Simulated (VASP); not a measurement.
# Ga (Pm-3m) in VASP: notebook

Ga is run at these levels: PBE; tasks: single point.

All numbers are computed with VASP 6.6.1; they aren't measurements. Logs are shortened: lines on timing, memory, paths and dates and some standing lists are left out, and cuts for length are marked.

### 1 The cell of the first run

The structure is cubic, space group Pm-3m (No. 221). The conventional cell has a = 2.036 Å, b = 2.036 Å, c = 2.036 Å, α = 90.00°, β = 90.00°, γ = 90.00°. Ga (site symmetry m-3m) has 6 Ga at 2.04 Å within 2.7 Å.

### 2 Single point, PBE

INCAR reads:

```
SYSTEM = Ga
PREC     = Accurate       ! precision mode
ENCUT    = 520            ! plane-wave cutoff, eV
EDIFF    = 1E-6           ! SCF threshold, eV
ISMEAR   = -1             ! smearing method
SIGMA    = 0.05           ! smearing width, eV
LREAL    = .False.        ! projectors in reciprocal space
LASPH    = .True.         ! aspherical terms in the spheres
NELM     = 80             ! most SCF steps
ALGO     = Normal         ! electronic algorithm
ISIF     = 2              ! what is computed and relaxed
LWAVE    = .False.        ! write WAVECAR
LCHARG   = .False.        ! write CHGCAR
GGA      = PE             ! functional
NBANDS   = 12             ! bands
```

KPOINTS reads:

```
regular mesh
0
Gamma
  19 19 19
  0 0 0
```

POSCAR reads:

```
Ga
1.0
    2.0356559130      0.0000000000      0.0000000000
    0.0000000000      2.0356559130      0.0000000000
    0.0000000000      0.0000000000      2.0356559130
Ga
1
Direct
    0.0000000000      0.0000000000      0.0000000000
```

Potentials or basis: VASP PAW PBE potentials, release 64 (Ga_d).

Run with:

```sh
cat potpaw_PBE.64/Ga_d/POTCAR > POTCAR
mpirun -np 1 vasp_std > vasp.out
```

OUTCAR:

```text
SYSTEM = Ga
   PREC = Accurate
   ENCUT = 520
   EDIFF = 1E-6
   ISMEAR = -1
   LREAL = .False.
   LASPH = .True.
   NELM = 80
   ISIF = 2
   GGA = PE

 ion  position               nearest neighbor table
   1  0.000  0.000  0.000-

  LATTYP: Found a simple cubic cell.
 ALAT       =     2.0356559130

  Lattice vectors:

 A1 = (   2.0356559130,   0.0000000000,   0.0000000000)
 A2 = (   0.0000000000,   2.0356559130,   0.0000000000)
 A3 = (   0.0000000000,   0.0000000000,   2.0356559130)

Analysis of symmetry for initial positions (statically):
=====================================================================
 Subroutine PRICEL returns:
 Original cell was already a primitive cell.

 Routine SETGRP: Setting up the symmetry group for a
 simple cubic supercell.

 Subroutine GETGRP returns: Found 48 space group operations
 (whereof 48 operations were pure point group operations)
 out of a pool of 48 trial point group operations.

The static configuration has the point symmetry O_h .

Analysis of symmetry for dynamics (positions and initial velocities):
=====================================================================
 Subroutine PRICEL returns:
 Original cell was already a primitive cell.

 Routine SETGRP: Setting up the symmetry group for a
 simple cubic supercell.

 Subroutine GETGRP returns: Found 48 space group operations
 (whereof 48 operations were pure point group operations)
 out of a pool of 48 trial point group operations.

The dynamic configuration has the point symmetry O_h .

 Subroutine INISYM returns: Found 48 space group operations
 (whereof 48 operations are pure point group operations),
 and found     1 'primitive' translations

----------------------------------------------------------------------------------------

                                     Primitive cell

  volume of cell :       8.4355

  direct lattice vectors                    reciprocal lattice vectors
     2.035655913  0.000000000  0.000000000     0.491242156  0.000000000  0.000000000
     0.000000000  2.035655913  0.000000000     0.000000000  0.491242156  0.000000000
     0.000000000  0.000000000  2.035655913     0.000000000  0.000000000  0.491242156

  length of vectors
     2.035655913  2.035655913  2.035655913     0.491242156  0.491242156  0.491242156

  position of ions in fractional coordinates (direct lattice)
     0.000000000  0.000000000  0.000000000

  ion indices of the primitive-cell ions
   primitive index   ion index
                 1           1

----------------------------------------------------------------------------------------

 KPOINTS: regular mesh

Automatic generation of k-mesh.
 Grid dimensions read from file:
 generate k-points for:   19   19   19

 Generating k-lattice:

  Cartesian coordinates                     Fractional coordinates (reciprocal lattice)
     0.025854850  0.000000000  0.000000000     0.052631579  0.000000000  0.000000000
     0.000000000  0.025854850  0.000000000     0.000000000  0.052631579  0.000000000
     0.000000000  0.000000000  0.025854850     0.000000000  0.000000000  0.052631579

  Length of vectors
     0.025854850  0.025854850  0.025854850

  Shift w.r.t. Gamma in fractional coordinates (k-lattice)
     0.000000000  0.000000000  0.000000000

 Subroutine IBZKPT returns following result:
 ===========================================

 Found    220 irreducible k-points:

 Following reciprocal coordinates:
            Coordinates               Weight
  0.000000  0.000000  0.000000      1.000000
  0.052632  0.000000  0.000000      6.000000
  0.105263  0.000000  0.000000      6.000000
  0.157895  0.000000  0.000000      6.000000
  0.210526  0.000000  0.000000      6.000000
  0.263158  0.000000  0.000000      6.000000
[... 16 lines left out ...]
  0.263158  0.105263  0.000000     24.000000
  0.315789  0.105263  0.000000     24.000000
 [... further k-points ...]
   k-points           NKPTS =    220   k-points in BZ     NKDIM =    220   number of bands    NBANDS=     12
   number of dos      NEDOS =    301   number of ions     NIONS =      1
   total plane-waves  NPLWV =   4096
   dimension x,y,z NGX =    16 NGY =   16 NGZ =   16
   dimension x,y,z NGXF=    32 NGYF=   32 NGZF=   32
   ions per type =               1
   NGX,Y,Z   is equivalent  to a cutoff of  13.07, 13.07, 13.07 a.u.
   NGXF,Y,Z  is equivalent  to a cutoff of  26.13, 26.13, 26.13 a.u.
 SYSTEM =  Ga
   PREC   = accura    normal or accurate (medium, high low for compatibility)
   ISTART =      0    job   : 0-new  1-cont  2-samecut
   ICHARG =      2    charge: 1-file 2-atom 10-const
   ISPIN  =      1    spin polarized calculation?
   LNONCOLLINEAR =      F non collinear calculations
   LSORBIT =      F    spin-orbit coupling
   LASPH  =      T    aspherical Exc in radial PAW
   ENCUT  =  520.0 eV  38.22 Ry    6.18 a.u.   3.78  3.78  3.78*2*pi/ulx,y,z
   NELM   =     80;   NELMIN=  2; NELMDL= -5     # of ELM steps
   EDIFF  = 0.1E-05   stopping-criterion for ELM
   LREAL  =      F    real-space projection
   EDIFFG = 0.1E-04   stopping-criterion for IOM
   NSW    =      0    number of steps for IOM
   IBRION =     -1    ionic relax: 0-MD 1-quasi-New 2-CG
   NFREE  =      0    steps in history (QN), initial steepest desc. (CG)
   ISIF   =      2    stress and relaxation
   ISYM   =      2    0-nonsym 1-usesym 2-fastsym
   POTIM  = 0.5000    time-step for ionic-motion
   TEBEG  =    0.0;   TEEND  =   0.0 temperature during run
   PSTRESS=    0.0 pullay stress
   NELECT =      13.0000    total number of electrons
   NUPDOWN=      -1.0000    fix difference up-down
   EMIN   =  10.00;   EMAX   =-10.00  energy-range for DOS
   EFERMI =   0.00;   METHOD = LEGACY
   ISMEAR =    -1;   SIGMA  =   0.05  broadening in eV -4-tet -1-fermi 0-gaus
   EFERMI_NEDOS =   21; number of points for ismear=-14 and -15
   IALGO  =     38    algorithm
   IMIX   =      4    mixing-type and parameters
     AMIX     =   0.40;   BMIX     =  1.00
     AMIX_MAG =   1.60;   BMIX_MAG =  1.00
  volume/ion in A,a.u.               =       8.44        56.93
  Fermi-wavevector in a.u.,A,eV,Ry     =   1.890971  3.573417 48.651332  3.575772
  Thomas-Fermi vector in A             =   2.932219
   LORBIT       =      0    0 simple, 1 ext, 2 COOP (PROOUT), +10 PAW based schemes
   GGA     = PE    functional components
   LHFCALC =     F    Hartree Fock is set to
   AEXX    =    0.0000 exact exchange contribution
   IVDW    =     0    specifies the selected vdW correction
   LEPSILON=     F    determine dielectric tensor
   LRPA    =     F    only Hartree local field effects (RPA)
 non-spin polarized calculation
  energy-cutoff  :      520.00
  volume of cell :        8.44
 maximum number of plane-waves:       251
 NGX is ok and might be reduce to    16
   NGX =  7   NGY =  7   NGZ =  7

 number of electron      13.0000015 magnetization

 Free energy of the ion-electron system (eV)
  ---------------------------------------------------
  ext. energy  EPLUGINS =         0.00000000
  ---------------------------------------------------
  free energy    TOTEN  =         2.49624643 eV

  energy without entropy =        2.49859685  energy(sigma->0) =        2.49742164

 E-fermi :  16.4176     XC(G=0): -15.6991

 val. band max:       16.4172788353   @ k =   0.3158   0.1053   0.0000
 cond. band min:      16.4329912889   @ k =   0.3684   0.2105   0.2105
 fundamental gap:      0.0157124537
 Fermi energy:        16.4176191666

 k-point     1 :       0.0000    0.0000    0.0000
  band No.  band energies     occupation
      1      -3.0317      2.00000
      2      -2.7228      2.00000
      3      -2.7228      2.00000
      4       0.4190      2.00000
      5       0.4190      2.00000
      6       0.4190      2.00000
      7      32.4294      0.00000
      8      32.4294      0.00000
      9      32.4294      0.00000
     10      36.4886      0.00000
     11      36.4886      0.00000
     12      43.8119      0.00000

 k-point     2 :       0.0526    0.0000    0.0000
  band No.  band energies     occupation
      1      -2.9316      2.00000
      2      -2.7136      2.00000
      3      -2.6723      2.00000
      4       0.3924      2.00000
      5       0.3924      2.00000
      6       0.4212      2.00000
      7      30.6163      0.00000
      8      32.5643      0.00000
      9      32.5643      0.00000
     10      36.5343      0.00000
     11      37.9854      0.00000
     12      44.3338      0.00000

 k-point     3 :       0.1053    0.0000    0.0000
  band No.  band energies     occupation
      1      -2.7336      2.00000
      2      -2.6871      2.00000
      3      -2.4224      2.00000
      4       0.3158      2.00000
      5       0.3158      2.00000
      6       0.4276      2.00000
      7      27.6310      0.00000
      8      32.9658      0.00000
      9      32.9658      0.00000
     10      36.6715      0.00000
     11      39.7403      0.00000
     12      46.1748      0.00000
[... 286 lines left out ...]
 k-point    23 :       0.2632    0.1053    0.0000
  band No.  band energies     occupation
      1      -2.4340      2.00000
      2      -2.0077      2.00000
      3      -0.5952      2.00000
      4      -0.0852      2.00000
      5       0.3664      2.00000
      6       0.7314      2.00000
      7      19.0995      0.00000
      8      30.4420      0.00000
      9      36.1828      0.00000
     10      39.5227      0.00000
     11      44.4832      0.00000
     12      48.5486      0.00000

 k-point    24 :       0.3158    0.1053    0.0000
  band No.  band energies     occupation
      1      -2.3717      2.00000
      2      -1.8447      2.00000
      3      -0.6068      2.00000
      4      -0.2303      2.00000
      5       0.3807      2.00000
      6       1.8678      2.00000
      7      16.4173      1.00340
      8      31.5284      0.00000
      9      37.5088      0.00000
     10      39.9696      0.00000
     11      43.1521      0.00000
     12      48.2486      0.00000

 [... further k-points ...]
[... 5 lines left out ...]
  --------------------------------------------------------------------------------------
  -------------------------------------------------------------------------------------
  Total       17.6735844     17.6735844     17.6735844     -0.0000000     -0.0000000      0.0000000
  in kB     3356.7740345   3356.7740345   3356.7740345     -0.0000000     -0.0000000      0.0000000
  external PRESSURE =    3356.7740345 kB  Pullay stress =       0.0000000 kB

 VOLUME and BASIS-vectors are now :
 -----------------------------------------------------------------------------
  energy-cutoff  :      520.00
  volume of cell :        8.44
      direct lattice vectors                 reciprocal lattice vectors
     2.035655913  0.000000000  0.000000000     0.491242156  0.000000000  0.000000000
     0.000000000  2.035655913  0.000000000     0.000000000  0.491242156  0.000000000
     0.000000000  0.000000000  2.035655913     0.000000000  0.000000000  0.491242156

 POSITION                                       TOTAL-FORCE (eV/Angst)
 -----------------------------------------------------------------------------------
      0.00000      0.00000      0.00000         0.000000      0.000000      0.000000
 -----------------------------------------------------------------------------------
    total drift:                                0.000000     -0.000000      0.000000

  FREE ENERGIE OF THE ION-ELECTRON SYSTEM (eV)
  ---------------------------------------------------
  free  energy   TOTEN  =         2.4962464255 eV

  energy  without entropy=        2.4985968477  energy(sigma->0) =        2.49742164
```

It took 9.2 s on 1 thread of Intel Xeon Platinum 8259CL at 2.50GHz (Skylake/Cascade Lake), shared host; peak memory 0.13 GiB.

Results:

| Item | Value |
| --- | --- |
| Free energy | 2.4962 eV |
| Pressure | 335.7 GPa |

### 3 Single point, PBE

INCAR reads:

```
SYSTEM = Ga
PREC = Accurate
ENCUT = 520
EDIFF = 1E-6
ISMEAR = -1
SIGMA = 0.05
LREAL = .FALSE.
LASPH = .TRUE.
NELM = 60
ALGO = Normal
ISIF = 2
LWAVE = .FALSE.
LCHARG = .FALSE.
GGA = PE
NBANDS = 12
```

KPOINTS reads:

```
regular mesh
0
G
  19 19 19
  0 0 0
```

POSCAR reads:

```
Ga
1.0
    2.0358488705      0.0000000000      0.0000000000
    0.0000000000      2.0358488705      0.0000000000
    0.0000000000      0.0000000000      2.0358488705
Ga
1
Direct
    0.0000000000      0.0000000000      0.0000000000
```

Potentials or basis: VASP PAW PBE potentials, release 64 (Ga_d).

Run with:

```sh
cat potpaw_PBE.64/Ga_d/POTCAR > POTCAR
mpirun -np 1 vasp_std > vasp.out
```

OUTCAR:

```text
SYSTEM = Ga
   PREC = Accurate
   ENCUT = 520
   EDIFF = 1E-6
   ISMEAR = -1
   LREAL = .FALSE.
   LASPH = .TRUE.
   NELM = 60
   ISIF = 2
   GGA = PE

 ion  position               nearest neighbor table
   1  0.000  0.000  0.000-

  LATTYP: Found a simple cubic cell.
 ALAT       =     2.0358488705

  Lattice vectors:

 A1 = (   2.0358488705,   0.0000000000,   0.0000000000)
 A2 = (   0.0000000000,   2.0358488705,   0.0000000000)
 A3 = (   0.0000000000,   0.0000000000,   2.0358488705)

Analysis of symmetry for initial positions (statically):
=====================================================================
 Subroutine PRICEL returns:
 Original cell was already a primitive cell.

 Routine SETGRP: Setting up the symmetry group for a
 simple cubic supercell.

 Subroutine GETGRP returns: Found 48 space group operations
 (whereof 48 operations were pure point group operations)
 out of a pool of 48 trial point group operations.

The static configuration has the point symmetry O_h .

Analysis of symmetry for dynamics (positions and initial velocities):
=====================================================================
[... 160 lines left out ...]
 fundamental gap:      0.0157422962
 Fermi energy:        16.4117328767

 k-point     1 :       0.0000    0.0000    0.0000
  band No.  band energies     occupation
      1      -3.0334      2.00000
      2      -2.7259      2.00000
      3      -2.7259      2.00000
      4       0.4143      2.00000
      5       0.4143      2.00000
      6       0.4143      2.00000
      7      32.4210      0.00000
      8      32.4210      0.00000
      9      32.4210      0.00000
     10      36.4789      0.00000
     11      36.4789      0.00000
     12      43.8009      0.00000
[... 331 lines left out ...]
 k-point    24 :       0.3158    0.1053    0.0000
  band No.  band energies     occupation
      1      -2.3750      2.00000
      2      -1.8480      2.00000
      3      -0.6108      2.00000
      4      -0.2346      2.00000
      5       0.3761      2.00000
      6       1.8647      2.00000
      7      16.4113      1.00463
      8      31.5199      0.00000
      9      37.4991      0.00000
     10      39.9606      0.00000
     11      43.1419      0.00000
     12      48.2366      0.00000

 [... further k-points ...]
[... 5 lines left out ...]
  --------------------------------------------------------------------------------------
  -------------------------------------------------------------------------------------
  Total       17.6605971     17.6605971     17.6605971      0.0000000      0.0000000     -0.0000000
  in kB     3353.3536654   3353.3536654   3353.3536654      0.0000000      0.0000000     -0.0000000
  external PRESSURE =    3353.3536654 kB  Pullay stress =       0.0000000 kB

 VOLUME and BASIS-vectors are now :
 -----------------------------------------------------------------------------
  energy-cutoff  :      520.00
  volume of cell :        8.44
      direct lattice vectors                 reciprocal lattice vectors
     2.035848871  0.000000000  0.000000000     0.491195596  0.000000000  0.000000000
     0.000000000  2.035848871  0.000000000     0.000000000  0.491195596  0.000000000
     0.000000000  0.000000000  2.035848871     0.000000000  0.000000000  0.491195596

 POSITION                                       TOTAL-FORCE (eV/Angst)
 -----------------------------------------------------------------------------------
      0.00000      0.00000      0.00000         0.000000      0.000000      0.000000
 -----------------------------------------------------------------------------------
    total drift:                               -0.000000     -0.000000      0.000000

  FREE ENERGIE OF THE ION-ELECTRON SYSTEM (eV)
  ---------------------------------------------------
  free  energy   TOTEN  =         2.4912226651 eV

  energy  without entropy=        2.4935734562  energy(sigma->0) =        2.49239806
```

Run time: 9.3 s. Hardware: 1 thread of Intel Xeon Platinum 8259CL at 2.50GHz (Skylake/Cascade Lake), shared host; peak memory 0.13 GiB.

What came out:

- Free energy: 2.4912 eV
- Pressure: 335.3 GPa

Levels at points of the mesh, in eV from the Fermi level:
```tsv
k point	band 2	band 3	band 4	band 5	band 6	band 7	band 8	band 9	band 10	band 11
(0.00, 0.00, 0.00)	-19.14	-19.14	-16.00	-16.00	-16.00	16.01	16.01	16.01	20.07	20.07
```
